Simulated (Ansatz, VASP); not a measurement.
C in VASP and in Ansatz

The input INCAR:

```
SYSTEM = C
PREC = Accurate
ENCUT = 600
EDIFF = 1E-6
ISMEAR = 0
SIGMA = 0.1
LREAL = .FALSE.
LASPH = .TRUE.
NELM = 120
ALGO = Normal
ISIF = 2
LWAVE = .FALSE.
LCHARG = .FALSE.
GGA = LIBXC
LIBXC1 = GGA_X_PBE_R
LIBXC2 = LDA_C_PW
NBANDS = 11
GGA_COMPAT = .FALSE.
```

The input KPOINTS:

```
Automatic mesh
0
G
  13 13 13
  0 0 0
```

POSCAR

```
C
1.0
    0.0000000000      1.7951807415      1.7951807415
    1.7951807415      0.0000000000      1.7951807415
    1.7951807415      1.7951807415      0.0000000000
C
2
Direct
    0.7500000000      0.7500000000      0.7500000000
    0.5000000000      0.5000000000      0.5000000000
```

File input.yaml:

```yaml
crystal:
  lattice:
    - [0.0, 1.7951807415, 1.7951807415]
    - [1.7951807415, 0.0, 1.7951807415]
    - [1.7951807415, 1.7951807415, 0.0]
  atoms:
    - { symbol: C, position: [0.75, 0.75, 0.75] }
    - { symbol: C, position: [0.5, 0.5, 0.5] }
kpoints:
  mp_grid: { grid: [13, 13, 13] }
scf:
  occupations: { method: gaussian, width: 0.1 }
hamiltonian:
  xc: { exchange: revpbe, correlation: lda }
  pseudopotentials: { kind: all_electron, lapw: { basis_error: 0.0005 } }
output:
  forces: true
  stress: true
  eigenvalues: true
```

Change from the starting cell: volume scaled by 1.02.

Alike in both runs: task single point; functional revpbe exchange, lda correlation; k mesh 13 × 13 × 13; occupations gaussian, width 0.1 eV; no spin polarisation.

```csv
,VASP,Ansatz
version,VASP 6.6.1,Ansatz 0.2.0
potentials or method,"VASP PAW PBE potentials, release 64 (C), cutoff 600 eV","all-electron LAPW, scalar-relativistic"
```

```tsv
	VASP	Ansatz	Ansatz less VASP
gap on the k mesh at the Fermi level (eV)	4.54	4.55	+0.005
least direct gap on the mesh (eV)	5.72	5.72	+0.002
pressure (GPa)	8.8	9.3	+0.50
```

VASP's potentials were made for PBE, not for revpbe exchange, lda correlation. Ansatz ran all-electron here, and VASP with PAW potentials.
